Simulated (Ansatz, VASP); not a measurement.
## Two plane-wave programs on Te

```
Te
1.0
     0.00000    2.42195    2.42195
     2.42195    0.00000    2.42195
     2.42195    2.42195    0.00000
Te
1
Direct
  0.00000 0.00000 0.00000
```

Alike in both runs: functional r2SCAN; k mesh 11 × 11 × 11; occupations fermi-dirac, width 0.1 eV; no spin polarisation.

Ansatz relaxed the structure, and its values are those at the end. VASP's run is a single point on that final structure, the one shown.

|  | VASP | Ansatz |
| --- | --- | --- |
| version | VASP 6.6.1 | Ansatz 0.2.0 |
| potentials or method | VASP PAW PBE potentials, release 64 (Te), cutoff 520 eV | plane waves (500 eV) with PAW, scalar-relativistic |
| valence electrons in the cell | 6 | 16 |

|  | VASP | Ansatz | Ansatz less VASP |
| --- | --- | --- | --- |
| pressure (GPa) | -0.1 | 0.0 | +0.08 |

VASP's potentials were made for PBE, not for r2SCAN. VASP's potentials hold 6 valence electrons a cell and Ansatz's 16, so a difference there can come from the potentials and not from the codes.

Neither program's run includes spin-orbit coupling.
